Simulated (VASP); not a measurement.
# KCl (Sylvite) (Fm-3m) in VASP: notebook

The runs below take KCl (Sylvite) through single point, with PBEsol.

All numbers are computed with VASP 6.6.1; they aren't measurements. Logs are shortened: lines on timing, memory, paths and dates and some standing lists are left out, and cuts for length are marked.

## 1. The cell of the first run

It takes space group Fm-3m (No. 225, cubic). Conventional cell: a = 6.208 Å, b = 6.208 Å, c = 6.208 Å, α = 90.00°, β = 90.00°, γ = 90.00°. K (site symmetry m-3m) has 6 Cl at 3.10 Å within 4.1 Å. Cl (site symmetry m-3m) has 6 K at 3.10 Å within 4.1 Å.

## 2. Single point, PBEsol (volume scaled by 0.96)

Contents of INCAR:

```
SYSTEM = KCl
ALGO = Normal
EDIFF = 1E-6
ENCUT = 520
GGA = PS
ISIF = 2
ISMEAR = -1
LASPH = .TRUE.
LCHARG = .TRUE.
LELF = .TRUE.
LREAL = .FALSE.
LVHAR = .TRUE.
LWAVE = .FALSE.
NBANDS = 15
NELM = 60
PREC = Accurate
SIGMA = 0.05
```

Contents of KPOINTS:

```
k-points
0
G
  7 7 7
  0 0 0
```

Contents of POSCAR:

```
KCl
1.0
    0.0000000000      3.1039449222      3.1039449222
    3.1039449222      0.0000000000      3.1039449222
    3.1039449222      3.1039449222      0.0000000000
K Cl
1 1
Direct
    0.0000000000      0.0000000000      0.0000000000
    0.5000000000      0.5000000000      0.5000000000
```

Potentials or basis: VASP PAW PBE potentials, release 64 (K_sv, Cl).

The run is started by

```bash
$ cat potpaw_PBE.64/K_sv/POTCAR potpaw_PBE.64/Cl/POTCAR > POTCAR
$ mpirun -np 1 vasp_std > vasp.out
```

OUTCAR:

```text
SYSTEM = KCl
   EDIFF = 1E-6
   ENCUT = 520
   GGA = PS
   ISIF = 2
   ISMEAR = -1
   LASPH = .TRUE.
   LREAL = .FALSE.
   NELM = 60
   PREC = Accurate

 ion  position               nearest neighbor table
   1  0.000  0.000  0.000-   2 3.10   2 3.10   2 3.10   2 3.10   2 3.10   2 3.10
   2  0.500  0.500  0.500-   1 3.10   1 3.10   1 3.10   1 3.10   1 3.10   1 3.10

  LATTYP: Found a face centered cubic cell.
 ALAT       =     6.2078898444

  Lattice vectors:

 A1 = (   0.0000000000,   3.1039449222,   3.1039449222)
 A2 = (   3.1039449222,   0.0000000000,   3.1039449222)
 A3 = (   3.1039449222,   3.1039449222,   0.0000000000)

Analysis of symmetry for initial positions (statically):
=====================================================================
 Subroutine PRICEL returns:
 Original cell was already a primitive cell.

 Routine SETGRP: Setting up the symmetry group for a
 face centered cubic supercell.

 Subroutine GETGRP returns: Found 48 space group operations
 (whereof 48 operations were pure point group operations)
 out of a pool of 48 trial point group operations.

The static configuration has the point symmetry O_h .

Analysis of symmetry for dynamics (positions and initial velocities):
=====================================================================
 Subroutine PRICEL returns:
 Original cell was already a primitive cell.

 Routine SETGRP: Setting up the symmetry group for a
 face centered cubic supercell.

 Subroutine GETGRP returns: Found 48 space group operations
 (whereof 48 operations were pure point group operations)
 out of a pool of 48 trial point group operations.

The dynamic configuration has the point symmetry O_h .

 Subroutine INISYM returns: Found 48 space group operations
 (whereof 48 operations are pure point group operations),
 and found     1 'primitive' translations

----------------------------------------------------------------------------------------

                                     Primitive cell

  volume of cell :      59.8098

  direct lattice vectors                    reciprocal lattice vectors
     0.000000000  3.103944922  3.103944922    -0.161085333  0.161085333  0.161085333
     3.103944922  0.000000000  3.103944922     0.161085333 -0.161085333  0.161085333
     3.103944922  3.103944922  0.000000000     0.161085333  0.161085333 -0.161085333

  length of vectors
     4.389641006  4.389641006  4.389641006     0.279007980  0.279007980  0.279007980

  position of ions in fractional coordinates (direct lattice)
[... 8 lines left out ...]
----------------------------------------------------------------------------------------

 KPOINTS: k-points

Automatic generation of k-mesh.
 Grid dimensions read from file:
 generate k-points for:    7    7    7

 Generating k-lattice:

  Cartesian coordinates                     Fractional coordinates (reciprocal lattice)
    -0.023012190  0.023012190  0.023012190     0.142857143  0.000000000  0.000000000
     0.023012190 -0.023012190  0.023012190     0.000000000  0.142857143  0.000000000
     0.023012190  0.023012190 -0.023012190     0.000000000  0.000000000  0.142857143

  Length of vectors
     0.039858283  0.039858283  0.039858283

  Shift w.r.t. Gamma in fractional coordinates (k-lattice)
     0.000000000  0.000000000  0.000000000

 Subroutine IBZKPT returns following result:
 ===========================================

 Found     20 irreducible k-points:

 Following reciprocal coordinates:
            Coordinates               Weight
  0.000000  0.000000  0.000000      1.000000
  0.142857  0.000000  0.000000      8.000000
  0.285714  0.000000  0.000000      8.000000
  0.428571  0.000000  0.000000      8.000000
  0.142857  0.142857  0.000000      6.000000
  0.285714  0.142857  0.000000     24.000000
[... 12 lines left out ...]
 -0.428571  0.428571  0.142857     24.000000
 -0.285714  0.428571  0.142857     24.000000
   k-points           NKPTS =     20   k-points in BZ     NKDIM =     20   number of bands    NBANDS=     15
   number of dos      NEDOS =    301   number of ions     NIONS =      2
   total plane-waves  NPLWV =  46656
   dimension x,y,z NGX =    36 NGY =   36 NGZ =   36
   dimension x,y,z NGXF=    72 NGYF=   72 NGZF=   72
   ions per type =               1   1
   NGX,Y,Z   is equivalent  to a cutoff of  13.63, 13.63, 13.63 a.u.
   NGXF,Y,Z  is equivalent  to a cutoff of  27.27, 27.27, 27.27 a.u.
 SYSTEM =  KCl
   PREC   = accura    normal or accurate (medium, high low for compatibility)
   ISTART =      0    job   : 0-new  1-cont  2-samecut
   ICHARG =      2    charge: 1-file 2-atom 10-const
   ISPIN  =      1    spin polarized calculation?
   LNONCOLLINEAR =      F non collinear calculations
   LSORBIT =      F    spin-orbit coupling
   LASPH  =      T    aspherical Exc in radial PAW
   ENCUT  =  520.0 eV  38.22 Ry    6.18 a.u.   8.16  8.16  8.16*2*pi/ulx,y,z
   NELM   =     60;   NELMIN=  2; NELMDL= -5     # of ELM steps
   EDIFF  = 0.1E-05   stopping-criterion for ELM
   LREAL  =      F    real-space projection
   EDIFFG = 0.1E-04   stopping-criterion for IOM
   NSW    =      0    number of steps for IOM
   IBRION =     -1    ionic relax: 0-MD 1-quasi-New 2-CG
   NFREE  =      0    steps in history (QN), initial steepest desc. (CG)
   ISIF   =      2    stress and relaxation
   ISYM   =      2    0-nonsym 1-usesym 2-fastsym
   POTIM  = 0.5000    time-step for ionic-motion
   TEBEG  =    0.0;   TEEND  =   0.0 temperature during run
   PSTRESS=    0.0 pullay stress
   NELECT =      16.0000    total number of electrons
   NUPDOWN=      -1.0000    fix difference up-down
   EMIN   =  10.00;   EMAX   =-10.00  energy-range for DOS
   EFERMI =   0.00;   METHOD = LEGACY
   ISMEAR =    -1;   SIGMA  =   0.05  broadening in eV -4-tet -1-fermi 0-gaus
   EFERMI_NEDOS =   21; number of points for ismear=-14 and -15
   IALGO  =     38    algorithm
   IMIX   =      4    mixing-type and parameters
     AMIX     =   0.40;   BMIX     =  1.00
     AMIX_MAG =   1.60;   BMIX_MAG =  1.00
  volume/ion in A,a.u.               =      29.90       201.81
  Fermi-wavevector in a.u.,A,eV,Ry     =   1.054850  1.993378 15.139326  1.112709
  Thomas-Fermi vector in A             =   2.190026
   LORBIT       =      0    0 simple, 1 ext, 2 COOP (PROOUT), +10 PAW based schemes
   GGA     = PS    functional components
   LHFCALC =     F    Hartree Fock is set to
   AEXX    =    0.0000 exact exchange contribution
   IVDW    =     0    specifies the selected vdW correction
   LEPSILON=     F    determine dielectric tensor
   LRPA    =     F    only Hartree local field effects (RPA)
 non-spin polarized calculation
  energy-cutoff  :      520.00
  volume of cell :       59.81
 maximum number of plane-waves:      1639
 NGX is ok and might be reduce to    36
   NGX = 17   NGY = 17   NGZ = 17

 number of electron      16.0000002 magnetization

 Free energy of the ion-electron system (eV)
  ---------------------------------------------------
  ext. energy  EPLUGINS =         0.00000000
  ---------------------------------------------------
  free energy    TOTEN  =        -7.02151801 eV

  energy without entropy =       -7.02151801  energy(sigma->0) =       -7.02151801

 E-fermi :  -0.6168     XC(G=0):  -7.8983

 val. band max:       -1.7402486759   @ k =   0.0000   0.0000   0.0000
 cond. band min:       3.4142652187   @ k =   0.0000   0.0000   0.0000
 fundamental gap:      5.1545138946
 Fermi energy:        -0.6167869960

 k-point     1 :       0.0000    0.0000    0.0000
  band No.  band energies     occupation
      1     -28.6878      2.00000
      2     -13.8802      2.00000
      3     -12.2154      2.00000
      4     -12.2154      2.00000
      5     -12.2154      2.00000
      6      -1.7402      2.00000
      7      -1.7402      2.00000
      8      -1.7402      2.00000
      9       3.4143      0.00000
     10       6.5665      0.00000
     11       6.5665      0.00000
     12       6.5665      0.00000
     13       7.4780      0.00000
     14       7.4780      0.00000
     15      11.1402      0.00000

 k-point     2 :       0.1429    0.0000    0.0000
  band No.  band energies     occupation
      1     -28.6852      2.00000
      2     -13.9222      2.00000
      3     -12.2174      2.00000
      4     -12.2174      2.00000
      5     -12.1620      2.00000
      6      -2.0086      2.00000
      7      -1.8143      2.00000
      8      -1.8143      2.00000
      9       3.9199      0.00000
     10       6.4150      0.00000
     11       6.8344      0.00000
     12       6.8344      0.00000
     13       7.7763      0.00000
     14       7.7763      0.00000
     15      11.9313      0.00000

 k-point     3 :       0.2857    0.0000    0.0000
  band No.  band energies     occupation
      1     -28.6794      2.00000
      2     -14.0086      2.00000
      3     -12.2220      2.00000
      4     -12.2220      2.00000
      5     -12.0492      2.00000
      6      -2.5128      2.00000
      7      -1.9725      2.00000
      8      -1.9725      2.00000
      9       4.9908      0.00000
     10       6.3936      0.00000
     11       7.5841      0.00000
     12       7.5841      0.00000
     13       8.5706      0.00000
     14       8.5706      0.00000
     15      11.7336      0.00000
[... 271 lines left out ...]
 k-point    19 :      -0.4286    0.4286    0.1429
  band No.  band energies     occupation
      1     -28.6707      2.00000
      2     -13.8590      2.00000
      3     -12.3372      2.00000
      4     -12.2995      2.00000
      5     -12.1706      2.00000
      6      -2.4376      2.00000
      7      -2.1335      2.00000
      8      -2.0810      2.00000
      9       5.2503      0.00000
     10       6.8110      0.00000
     11       7.8360      0.00000
     12       8.8376      0.00000
     13       9.0425      0.00000
     14       9.8961      0.00000
     15      10.4365      0.00000

 k-point    20 :      -0.2857    0.4286    0.1429
  band No.  band energies     occupation
      1     -28.6703      2.00000
      2     -13.8888      2.00000
      3     -12.3437      2.00000
      4     -12.2998      2.00000
      5     -12.1173      2.00000
      6      -2.3783      2.00000
      7      -2.2836      2.00000
      8      -2.1393      2.00000
      9       5.8988      0.00000
     10       6.6424      0.00000
     11       7.8781      0.00000
     12       8.2683      0.00000
     13       9.7654      0.00000
     14       9.8687      0.00000
     15      10.7529      0.00000

------------------------ aborting loop because EDIFF is reached ----------------------------------------

  FORCE on cell =-STRESS in cart. coord.  units (eV):
  Direction    XX          YY          ZZ          XY          YZ          ZX
  --------------------------------------------------------------------------------------
  -------------------------------------------------------------------------------------
  Total        0.1429394      0.1429394      0.1429394     -0.0000000      0.0000000      0.0000000
  in kB        3.8290451      3.8290451      3.8290451     -0.0000000      0.0000000      0.0000000
  external PRESSURE =       3.8290451 kB  Pullay stress =       0.0000000 kB

 VOLUME and BASIS-vectors are now :
 -----------------------------------------------------------------------------
  energy-cutoff  :      520.00
  volume of cell :       59.81
      direct lattice vectors                 reciprocal lattice vectors
     0.000000000  3.103944922  3.103944922    -0.161085333  0.161085333  0.161085333
     3.103944922  0.000000000  3.103944922     0.161085333 -0.161085333  0.161085333
     3.103944922  3.103944922  0.000000000     0.161085333  0.161085333 -0.161085333

 POSITION                                       TOTAL-FORCE (eV/Angst)
 -----------------------------------------------------------------------------------
      0.00000      0.00000      0.00000        -0.000000     -0.000000     -0.000000
      3.10394      3.10394      3.10394         0.000000      0.000000      0.000000
 -----------------------------------------------------------------------------------
    total drift:                                0.000000      0.000000      0.000000

  FREE ENERGIE OF THE ION-ELECTRON SYSTEM (eV)
  ---------------------------------------------------
  free  energy   TOTEN  =        -7.0215180115 eV

  energy  without entropy=       -7.0215180115  energy(sigma->0) =       -7.02151801
```

It took 40 s on 1 thread of Intel Xeon 8259CL, shared host; peak memory 0.2 GiB.

What came out:

| Item | Value |
| --- | --- |
| Free energy | -7.0215 eV |
| Pressure | 0.4 GPa |
| Band gap on the k mesh | 5.15 eV, direct |

Levels at points of the mesh, in eV from the valence-band top:
| k point | band 6 | band 7 | band 8 | band 9 | band 10 | band 11 |
| --- | --- | --- | --- | --- | --- | --- |
| (0.00, 0.00, 0.00) | 0.00 | 0.00 | 0.00 | 5.15 | 8.31 | 8.31 |

Caveat: the cell differs from its parent crystal (volume scaled by 0.96); the PAW data sets were made with another functional, which shifts forces and pressure a little.

## 3. Single point, PBEsol (volume scaled by 1.02)

Contents of INCAR:

```
SYSTEM = KCl
PREC = Accurate
ENCUT = 520
EDIFF = 1E-6
ISMEAR = -1
SIGMA = 0.05
LREAL = .FALSE.
LASPH = .TRUE.
NELM = 100
ALGO = Normal
ISIF = 2
LWAVE = .FALSE.
LCHARG = .TRUE.
GGA = PS
LELF = .TRUE.
LVHAR = .TRUE.
NBANDS = 15
```

Contents of KPOINTS:

```
regular mesh
0
G
  7 7 7
  0 0 0
```

Contents of POSCAR:

```
KCl
1.0
    0.0000000000      3.1673081569      3.1673081569
    3.1673081569      0.0000000000      3.1673081569
    3.1673081569      3.1673081569      0.0000000000
K Cl
1 1
Direct
    0.0000000000      0.0000000000      0.0000000000
    0.5000000000      0.5000000000      0.5000000000
```

Potentials or basis: VASP PAW PBE potentials, release 64 (K_sv, Cl).

The run is started by

```bash
$ cat potpaw_PBE.64/K_sv/POTCAR potpaw_PBE.64/Cl/POTCAR > POTCAR
$ mpirun -np 1 vasp_std > vasp.out
```

Wall time 39 s (1 thread of Intel Xeon 8259CL, shared host); peak memory 0.2 GiB.

It converged, with:

```
Free energy            : -7.0182 eV
Pressure               : -0.7 GPa
Band gap on the k mesh : 4.96 eV, direct
```

Levels at points of the mesh, in eV from the valence-band top:
| k point | band 4 | band 5 | band 6 | band 7 | band 8 | band 9 | band 10 | band 11 | band 12 | band 13 |
| --- | --- | --- | --- | --- | --- | --- | --- | --- | --- | --- |
| (0.00, 0.00, 0.00) | -10.62 | -10.62 | 0.00 | 0.00 | 0.00 | 4.96 | 8.29 | 8.29 | 8.29 | 9.16 |

Caveat: the cell differs from its parent crystal (volume scaled by 1.02); the PAW data sets were made with another functional, which shifts forces and pressure a little. A k mesh can miss the band edges.

## 4. Single point, PBEsol

This run uses another cell than the first one, of 18.71 Å³/atom, 0.626 times its volume.

Contents of INCAR:

```
ALGO = Normal
EDIFF = 1E-6
ENCUT = 520
GGA = PS
ISIF = 2
ISMEAR = -1
LASPH = True
LCHARG = False
LREAL = False
LWAVE = False
NBANDS = 15
NELM = 80
PREC = Accurate
SIGMA = 0.05
```

Contents of KPOINTS:

```
k-points
0
Gamma
  7 7 7
```

Contents of POSCAR:

```
KCl
1.0
    0.0000000000      2.6546648128      2.6546648128
    2.6546648128      0.0000000000      2.6546648128
    2.6546648128      2.6546648128      0.0000000000
K Cl
1 1
Direct
    0.0000000000      0.0000000000      0.0000000000
    0.5000000000      0.5000000000      0.5000000000
```

The run is started by

```bash
$ cat potpaw_PBE.64/K_sv/POTCAR potpaw_PBE.64/Cl/POTCAR > POTCAR
$ mpirun -np 1 vasp_std > vasp.out
```

Wall time 13 s (1 thread of Intel Xeon Platinum 8259CL at 2.50GHz (Skylake/Cascade Lake), shared host); peak memory 0.15 GiB.

It converged, with:

```
Free energy            : -5.6208 eV
Pressure               : 30.7 GPa
Band gap on the k mesh : 5.19 eV, indirect (least direct gap 5.40 eV)
```

Levels at points of the mesh, in eV from the valence-band top:
```
           k point  band 5  band 6  band 7  band 8  band 9  band 10  band 11  band 12
(0.00, 0.00, 0.00)   -9.84    0.00    0.00    0.00    7.29     7.84     7.84     7.84
```

Caveat: the PAW data sets were made with another functional, which shifts forces and pressure a little.

## 5. Overview

```csv
cell,gap on the mesh (eV),pressure (GPa)
"a = 4.390 Å, angles 60.0°, 2 atoms",5.15,0.4
"a = 4.479 Å, angles 60.0°, 2 atoms",4.96,-0.7
"a = 3.754 Å, angles 60.0°, 2 atoms",5.19,30.7
```

Alike in all rows: task single point; level PBEsol; potentials or basis VASP PAW PBE potentials, release 64 (K_sv, Cl); no spin polarisation; k mesh 7 × 7 × 7; cutoff (eV) 520; smearing fermi-dirac 0.05 eV.

Caveats: the PAW data sets were made with another functional, which shifts forces and pressure a little.

Absolute energies hang on the potentials; compare differences alone.
